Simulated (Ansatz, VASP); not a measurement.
HfTe2W2 in VASP and in Ansatz

```
CELL_PARAMETERS angstrom
4.06521 0.00000 0.00000
0.00000 4.06521 0.00000
0.00000 0.00000 7.20835
ATOMIC_POSITIONS crystal
Hf 0.50000 0.50000 0.78995
Te 0.50000 0.00000 0.46329
Te 0.00000 0.50000 0.46329
W 0.50000 0.00000 0.07250
W 0.00000 0.50000 0.07250
```

Alike in both runs: functional PBE; k mesh 10 × 10 × 6; occupations gaussian, width 0.1 eV; no spin polarisation.

Ansatz relaxed the structure, and its values are those at the end. VASP's run is a single point on that final structure, the one shown.

|  | VASP | Ansatz |
| --- | --- | --- |
| version | VASP 6.6.1 | Ansatz 0.2.0 |
| potentials or method | VASP PAW PBE potentials, release 64 (Hf_pv, Te, W_sv), cutoff 520 eV | scalar-relativistic, plane waves, PAW |
| valence electrons in the cell | 50 | 86 |

|  | VASP | Ansatz | Ansatz less VASP |
| --- | --- | --- | --- |
| gap on the k mesh at the Fermi level (eV) | none | none | - |
| pressure (GPa) | -0.1 | 0.0 | +0.10 |
| rms of the force components (eV/Å) | 0.016 | 0.001 | -0.0150 |

A gap of «none» marks a metal or a gap that the smearing closes. VASP's potentials hold 50 valence electrons a cell and Ansatz's 86, so a difference there can come from the potentials and not from the codes.

Spin-orbit coupling is off throughout.
